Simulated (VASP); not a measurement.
# NaF (I-4m2) in VASP: further runs

NaF is run at these levels: PBE, r2SCAN; tasks: single point.

Everything below comes from runs of VASP 6.6.1. Logs are shortened: lines on timing, memory, paths and dates and some standing lists are left out, and cuts for length are marked.

### Step 1. The cell of the first run

It takes space group I-4m2 (No. 119, tetragonal). The conventional cell has a = 3.772 Å, b = 3.772 Å, c = 5.063 Å, α = 90.00°, β = 90.00°, γ = 90.00°. Within 3.0 Å of Na (site symmetry -4m2) lie 4 F at 2.27 Å. F (site symmetry -4m2) has 4 Na at 2.27 Å within 3.0 Å.

### Step 2. Single point, PBE (biaxial xy strain +5.4%)

Contents of INCAR:

```
PREC = Accurate
ENCUT = 520
EDIFF = 1E-6
ISMEAR = -1
SIGMA = 0.02
LREAL = False
LASPH = True
NELM = 80
ALGO = Normal
ISIF = 2
LWAVE = False
LCHARG = True
GGA = PE
LELF = True
LVHAR = True
NBANDS = 14
```

Contents of KPOINTS:

```
regular mesh
0
Gamma
  8 8 8
```

Contents of POSCAR:

```
NaF
1.0
    0.0000000000      2.6674432209      2.5312613597
    2.6674432209      0.0000000000      2.5312613597
    2.6674432209      2.6674432209      0.0000000000
Na F
1 1
Direct
    0.0000000000      0.0000000000      0.0000000000
    0.2500000000      0.2500000000      0.2500000000
```

Potentials or basis: VASP PAW PBE potentials, release 64 (Na_pv, F).

Run with:

```bash
> cat potpaw_PBE.64/Na_pv/POTCAR potpaw_PBE.64/F/POTCAR > POTCAR
> mpirun -np 1 vasp_std > vasp.out
```

OUTCAR:

```text
PREC = Accurate
   ENCUT = 520
   EDIFF = 1E-6
   ISMEAR = -1
   LREAL = False
   LASPH = True
   NELM = 80
   ISIF = 2
   GGA = PE

 ion  position               nearest neighbor table
   1  0.000  0.000  0.000-   2 2.27   2 2.27   2 2.27   2 2.27
   2  0.250  0.250  0.250-   1 2.27   1 2.27   1 2.27   1 2.27

  LATTYP: Found a body centered tetragonal cell.
 ALAT       =     3.7723343799
 C/A-ratio  =     1.3420132495

  Lattice vectors:

 A1 = (   0.0000000000,  -2.6674432209,  -2.5312613597)
 A2 = (   0.0000000000,   2.6674432209,  -2.5312613597)
 A3 = (   2.6674432209,   0.0000000000,   2.5312613597)

Analysis of symmetry for initial positions (statically):
=====================================================================
 Subroutine PRICEL returns:
 Original cell was already a primitive cell.

 Routine SETGRP: Setting up the symmetry group for a
 body centered tetragonal supercell.

 Subroutine GETGRP returns: Found  8 space group operations
 (whereof  8 operations were pure point group operations)
 out of a pool of 16 trial point group operations.

The static configuration has the point symmetry D_2d.

Analysis of symmetry for dynamics (positions and initial velocities):
=====================================================================
 Subroutine PRICEL returns:
 Original cell was already a primitive cell.

 Routine SETGRP: Setting up the symmetry group for a
 body centered tetragonal supercell.

 Subroutine GETGRP returns: Found  8 space group operations
 (whereof  8 operations were pure point group operations)
 out of a pool of 16 trial point group operations.

The dynamic configuration has the point symmetry D_2d.

 Subroutine INISYM returns: Found  8 space group operations
 (whereof  8 operations are pure point group operations),
 and found     1 'primitive' translations

----------------------------------------------------------------------------------------

                                     Primitive cell

  volume of cell :      36.0211

  direct lattice vectors                    reciprocal lattice vectors
     0.000000000  2.667443221  2.531261360    -0.187445414  0.187445414  0.197529978
     2.667443221  0.000000000  2.531261360     0.187445414 -0.187445414  0.197529978
     2.667443221  2.667443221  0.000000000     0.187445414  0.187445414 -0.197529978

  length of vectors
[... 84 lines left out ...]
   EDIFFG = 0.1E-04   stopping-criterion for IOM
   NSW    =      0    number of steps for IOM
   IBRION =     -1    ionic relax: 0-MD 1-quasi-New 2-CG
   NFREE  =      0    steps in history (QN), initial steepest desc. (CG)
   ISIF   =      2    stress and relaxation
   ISYM   =      2    0-nonsym 1-usesym 2-fastsym
   POTIM  = 0.5000    time-step for ionic-motion
   TEBEG  =    0.0;   TEEND  =   0.0 temperature during run
   PSTRESS=    0.0 pullay stress
   NELECT =      14.0000    total number of electrons
   NUPDOWN=      -1.0000    fix difference up-down
   EMIN   =  10.00;   EMAX   =-10.00  energy-range for DOS
   EFERMI =   0.00;   METHOD = LEGACY
   ISMEAR =    -1;   SIGMA  =   0.02  broadening in eV -4-tet -1-fermi 0-gaus
   EFERMI_NEDOS =   21; number of points for ismear=-14 and -15
   IALGO  =     38    algorithm
   IMIX   =      4    mixing-type and parameters
     AMIX     =   0.40;   BMIX     =  1.00
     AMIX_MAG =   1.60;   BMIX_MAG =  1.00
  volume/ion in A,a.u.               =      18.01       121.54
  Fermi-wavevector in a.u.,A,eV,Ry     =   1.194717  2.257688 19.420260  1.427349
  Thomas-Fermi vector in A             =   2.330700
   LORBIT       =      0    0 simple, 1 ext, 2 COOP (PROOUT), +10 PAW based schemes
   GGA     = PE    functional components
   LHFCALC =     F    Hartree Fock is set to
   AEXX    =    0.0000 exact exchange contribution
   IVDW    =     0    specifies the selected vdW correction
   LEPSILON=     F    determine dielectric tensor
   LRPA    =     F    only Hartree local field effects (RPA)
 non-spin polarized calculation
  energy-cutoff  :      520.00
  volume of cell :       36.02
 maximum number of plane-waves:       988
   NGX = 13   NGY = 13   NGZ = 13

 number of electron      14.0000021 magnetization

 Free energy of the ion-electron system (eV)
  ---------------------------------------------------
  ext. energy  EPLUGINS =         0.00000000
  ---------------------------------------------------
  free energy    TOTEN  =        -8.38792976 eV

  energy without entropy =       -8.38792976  energy(sigma->0) =       -8.38792976

 E-fermi :  -3.1384     XC(G=0):  -7.3182

 val. band max:       -3.6340296373   @ k =   0.0000   0.0000   0.0000
 cond. band min:       1.6194221278   @ k =   0.0000   0.0000   0.0000
 fundamental gap:      5.2534517651
 Fermi energy:        -3.1384498625

 k-point     1 :       0.0000    0.0000    0.0000
  band No.  band energies     occupation
      1     -22.8884      2.00000
      2     -22.8787      2.00000
      3     -22.8787      2.00000
      4     -22.3191      2.00000
      5      -3.6632      2.00000
      6      -3.6632      2.00000
      7      -3.6340      2.00000
      8       1.6194      0.00000
      9      14.5834      0.00000
     10      14.5834      0.00000
     11      14.6484      0.00000
     12      15.9160      0.00000
     13      15.9160      0.00000
     14      16.5892      0.00000
[... 377 lines left out ...]
      1     -23.1559      2.00000
      2     -22.8962      2.00000
      3     -22.8884      2.00000
      4     -22.0003      2.00000
      5      -4.2328      2.00000
      6      -3.7431      2.00000
      7      -3.6916      2.00000
      8       4.1174      0.00000
      9       8.9778      0.00000
     10      11.8025      0.00000
     11      13.0442      0.00000
     12      15.1422      0.00000
     13      17.0308      0.00000
     14      17.7590      0.00000

 [... further k-points ...]
[... 5 lines left out ...]
  --------------------------------------------------------------------------------------
  -------------------------------------------------------------------------------------
  Total       -0.3703699     -0.3703699     -0.2998295      0.0000000      0.0000000      0.0000000
  in kB      -16.4736135    -16.4736135    -13.3360602      0.0000000      0.0000000      0.0000000
  external PRESSURE =     -15.4277624 kB  Pullay stress =       0.0000000 kB

 VOLUME and BASIS-vectors are now :
 -----------------------------------------------------------------------------
  energy-cutoff  :      520.00
  volume of cell :       36.02
      direct lattice vectors                 reciprocal lattice vectors
     0.000000000  2.667443221  2.531261360    -0.187445414  0.187445414  0.197529978
     2.667443221  0.000000000  2.531261360     0.187445414 -0.187445414  0.197529978
     2.667443221  2.667443221  0.000000000     0.187445414  0.187445414 -0.197529978

 POSITION                                       TOTAL-FORCE (eV/Angst)
 -----------------------------------------------------------------------------------
      0.00000      0.00000      0.00000         0.000000      0.000000     -0.000000
      1.33372      1.33372      1.26563        -0.000000     -0.000000      0.000000
 -----------------------------------------------------------------------------------
    total drift:                               -0.000001     -0.000001      0.000000

  FREE ENERGIE OF THE ION-ELECTRON SYSTEM (eV)
  ---------------------------------------------------
  free  energy   TOTEN  =        -8.3879297553 eV

  energy  without entropy=       -8.3879297553  energy(sigma->0) =       -8.38792976
```

OSZICAR:

```text
N       E                     dE             d eps       ncg     rms          rms(c)
DAV:   1     0.113299050345E+03    0.11330E+03   -0.75030E+03  1670   0.109E+03
DAV:   2    -0.287675663599E+01   -0.11618E+03   -0.10711E+03  1796   0.324E+02
DAV:   3    -0.953394984457E+01   -0.66572E+01   -0.66431E+01  2072   0.730E+01
DAV:   4    -0.960024127496E+01   -0.66291E-01   -0.66289E-01  1850   0.813E+00
DAV:   5    -0.960114855233E+01   -0.90728E-03   -0.90727E-03  2144   0.932E-01    0.603E+00
DAV:   6    -0.839726745624E+01    0.12039E+01   -0.43444E+00  2142   0.158E+01    0.215E+00
DAV:   7    -0.837584403831E+01    0.21423E-01   -0.43783E-02  1700   0.208E+00    0.121E+00
DAV:   8    -0.838527657873E+01   -0.94325E-02   -0.49384E-02  1766   0.367E+00    0.220E-01
DAV:   9    -0.838876819088E+01   -0.34916E-02   -0.11674E-02  1958   0.941E-01    0.257E-01
DAV:  10    -0.838790303110E+01    0.86516E-03   -0.44574E-03  1916   0.711E-01    0.176E-02
DAV:  11    -0.838792130670E+01   -0.18276E-04   -0.11211E-04  1898   0.113E-01    0.447E-03
DAV:  12    -0.838792965013E+01   -0.83434E-05   -0.13767E-05  1766   0.328E-02    0.352E-03
DAV:  13    -0.838792975528E+01   -0.10515E-06   -0.22258E-06  2138   0.169E-02
   1 F= -.83879298E+01 E0= -.83879298E+01  d E =-.135377E-11
```

stdout:

```text
POSCAR found type information on POSCAR NaF
 POSCAR found :  2 types and       2 ions
 scaLAPACK will be used
 LDA part: xc-table for (Slater+PW92), standard interpolation
 POSCAR, INCAR and KPOINTS ok, starting setup
 FFT: planning ... GRIDC
 FFT: planning ... GRID_SOFT
 FFT: planning ... GRID
 WAVECAR not read
 entering main loop
```

It took 25 s on 1 thread of AMD EPYC 7R13 (Zen 3), shared host; peak memory 0.13 GiB.

What came out:

| Quantity | Value |
| --- | --- |
| Free energy | -8.3879 eV |
| Pressure | -1.5 GPa |
| Band gap on the k mesh | 5.25 eV, direct |

Levels at points of the mesh, in eV from the valence-band top:
| k point | band 4 | band 5 | band 6 | band 7 | band 8 | band 9 | band 10 | band 11 |
| --- | --- | --- | --- | --- | --- | --- | --- | --- |
| (0.00, 0.00, 0.00) | -18.69 | -0.03 | -0.03 | 0.00 | 5.25 | 18.22 | 18.22 | 18.28 |
| (0.50, 0.00, 0.00) | -18.33 | -0.77 | -0.09 | -0.03 | 9.42 | 10.15 | 16.02 | 16.72 |
| (0.50, 0.50, 0.00) | -18.25 | -0.66 | -0.22 | -0.22 | 9.68 | 11.67 | 14.93 | 15.67 |
| (0.50, 0.00, 0.50) | -18.23 | -0.72 | -0.16 | -0.15 | 9.46 | 11.20 | 15.20 | 16.01 |

Caveat: the cell differs from its parent crystal (biaxial xy strain +5.4%). A k mesh can miss the band edges.

### Step 3. Single point, r2SCAN (biaxial xy strain +5.4%)

POSCAR is that of step 2.

Contents of INCAR.step1:

```
SYSTEM = NaF
PREC = Accurate
ENCUT = 520
ISMEAR = 0
SIGMA = 0.01
LREAL = .FALSE.
LASPH = .TRUE.
NELM = 80
NBANDS = 14
GGA = PE
ALGO = Normal
EDIFF = 1E-4
LWAVE = .TRUE.
LCHARG = .FALSE.
```

Contents of INCAR.step2:

```
SYSTEM = NaF
PREC = Accurate
ENCUT = 520
EDIFF = 1E-6
ISMEAR = 0
SIGMA = 0.01
LREAL = .FALSE.
LASPH = .TRUE.
NELM = 80
ALGO = Normal
ISIF = 2
LWAVE = .FALSE.
LCHARG = .FALSE.
METAGGA = R2SCAN
LMIXTAU = .TRUE.
NBANDS = 14
ISTART = 1
```

Contents of KPOINTS:

```
Automatic mesh
0
G
  8 8 8
  0 0 0
```

Potentials or basis: VASP PAW PBE potentials, release 64 (Na_pv, F).

Run with:

```bash
> cat potpaw_PBE.64/Na_pv/POTCAR potpaw_PBE.64/F/POTCAR > POTCAR
> cp INCAR.step1 INCAR
> mpirun -np 1 vasp_std > vasp.out
> cp INCAR.step2 INCAR
> mpirun -np 1 vasp_std > vasp.out
```

It took 1.7 min on 1 thread of AMD EPYC 7R13 (Zen 3), shared host; peak memory 0.14 GiB.

Results (log left out):

```yaml
Free_energy: -12.2766 eV
Pressure: -3.4 GPa
Band_gap_on_the_k_mesh: 5.92 eV, direct
```

Stress tensor (GPa, compression positive):
```
-3.51  0.00  0.00
 0.00 -3.51  0.00
 0.00  0.00 -3.10
```

Levels at points of the mesh, in eV from the valence-band top:
```csv
k point,band 3,band 4,band 5,band 6,band 7,band 8,band 9,band 10,band 11,band 12
"(0.00, 0.00, 0.00)",-19.82,-19.81,-0.03,-0.03,0.00,5.92,19.40,19.40,19.48,20.34
"(0.50, 0.00, 0.00)",-19.83,-19.27,-0.73,-0.08,-0.03,10.00,11.03,16.87,17.61,19.93
"(0.50, 0.50, 0.00)",-19.85,-19.20,-0.62,-0.20,-0.20,10.19,12.37,16.29,16.67,16.67
"(0.50, 0.00, 0.50)",-19.84,-19.16,-0.68,-0.15,-0.14,9.99,11.93,16.49,17.01,17.45
```

Caveat: the cell differs from its parent crystal (biaxial xy strain +5.4%); the PAW data sets were made with another functional, which shifts forces and pressure a little. A k mesh can miss the band edges.
